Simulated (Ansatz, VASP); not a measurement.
One calculation of NbSi, two programs

Contents of INCAR:

```
SYSTEM = NbSi
PREC = Accurate ; ENCUT = 500
EDIFF = 1E-7 ; ISMEAR = -1
SIGMA = 0.1 ; LREAL = .FALSE.
LASPH = .TRUE. ; NELM = 120
ALGO = Normal ; ISIF = 3
LWAVE = .FALSE. ; LCHARG = .FALSE.
GGA = PE ; IBRION = 2
NSW = 60 ; EDIFFG = -0.005
GGA_COMPAT = .FALSE. ; NELMIN = 4
```

Contents of KPOINTS:

```
regular mesh
0
G
  13 13 13
  0 0 0
```

Contents of POSCAR:

```
NbSi
1.0
    0.0000000000      2.5742341955      2.5742341955
    2.5742341955      0.0000000000      2.5742341955
    2.5742341955      2.5742341955      0.0000000000
Nb Si
1 1
Direct
    0.0000000000      0.0000000000      0.0000000000
    0.5000000000      0.5000000000      0.5000000000
```

Input for Ansatz:

```yaml
crystal:
  lattice:
    - [0.0, 2.5742341955, 2.5742341955]
    - [2.5742341955, 0.0, 2.5742341955]
    - [2.5742341955, 2.5742341955, 0.0]
  atoms:
    - { symbol: Nb, position: [0.0, 0.0, 0.0] }
    - { symbol: Si, position: [0.5, 0.5, 0.5] }
kpoints:
  mp_grid: { grid: [13, 13, 13] }
scf:
  occupations: { method: fermi_dirac, width: 0.1 }
hamiltonian:
  xc: pbe
  pseudopotentials: { kind: paw }
output:
  forces: true
  stress: true
relax:
  f_tol: 0.005
  max_steps: 40
  cell: {}
```

Alike in both runs: task relaxation of cell and atoms; functional PBE; k mesh 13 × 13 × 13; occupations fermi-dirac, width 0.1 eV; no spin polarisation.

|  | VASP | Ansatz |
| --- | --- | --- |
| version | VASP 6.6.1 | Ansatz 0.2.0 |
| potentials or method | VASP PAW PBE potentials, release 64 (Nb_sv, Si) | PAW with Ansatz's default frozen-core files, scalar-relativistic |
| plane-wave cutoff (eV) | 500 | 420 |
| valence electrons in the cell | 17 | 17 |

VASP gave:

| Quantity | Value |
| --- | --- |
| relaxed volume (Å³/atom) | 17.03 |
| relaxed length of the cell vector where the two differ most in proportion (Å) | 3.639 |

Task: Which values does Ansatz return?

Result: Relaxed volume (Å³/atom): 17.06; relaxed length of the cell vector where the two differ most in proportion (Å): 3.641.
